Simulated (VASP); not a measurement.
A run of VASP 6.6.1 is set up as follows.

The input INCAR:

```
  ALGO = Normal
  EDIFF = 1E-7
  EDIFFG = -0.01
  ENCUT = 600
  GGA = PE
  IBRION = 2
  ISIF = 3
  ISMEAR = 0
  IVDW = 12
  LASPH = True
  LCHARG = False
  LREAL = False
  LWAVE = False
  NELM = 100
  NSW = 100
  PREC = Accurate
  SIGMA = 0.1
```

File KPOINTS:

```
k-points
0
Gamma
  12 12 10
```

The input POSCAR:

```
P2Se2O
1.0
    4.7883059711      0.0000000000      0.0000000000
   -2.3941529855      4.1467946120      0.0000000000
    0.0000000000      0.0000000000      4.2694231864
P Se O
2 2 1
Direct
    0.6666666667      0.3333333333      0.7557453818
    0.6666666667      0.3333333333      0.2442546182
    0.0000000000      0.0000000000      0.5000000000
    0.3333333333      0.6666666667      0.5000000000
    0.0000000000      0.0000000000      0.0000000000
```

Potentials or basis: VASP PAW PBE potentials, release 64 (P, Se, O).

Command:

```console
$ cat potpaw_PBE.64/P/POTCAR potpaw_PBE.64/Se/POTCAR potpaw_PBE.64/O/POTCAR > POTCAR
$ mpirun -np 1 vasp_std > vasp.out
```

Q: Estimate the relaxed volume.

A: 17.11 Å³/atom.

Q: Estimate the space group after relaxing (to 0.1 Å).

A: P-6m2 (No. 187).

Q: Predict the dispersion energy per atom.

A: -0.332 eV.

Q: Estimate the relaxed cell.

A: a = 4.847 Å, b = 4.847 Å, c = 4.205 Å, α = 90.00°, β = 90.00°, γ = 120.00°.

Final structure:
```yaml
crystal:
  lattice:
    - [4.84703, 0.00000, 0.00000]
    - [-2.42352, 4.19765, 0.00000]
    - [0.00000, 0.00000, 4.20549]
  atoms:
    - { symbol: P, position: [0.66667, 0.33333, 0.75655] }
    - { symbol: P, position: [0.66667, 0.33333, 0.24345] }
    - { symbol: Se, position: [0.00000, 0.00000, 0.50000] }
    - { symbol: Se, position: [0.33333, 0.66667, 0.50000] }
    - { symbol: O, position: [0.00000, 0.00000, 0.00000] }
```
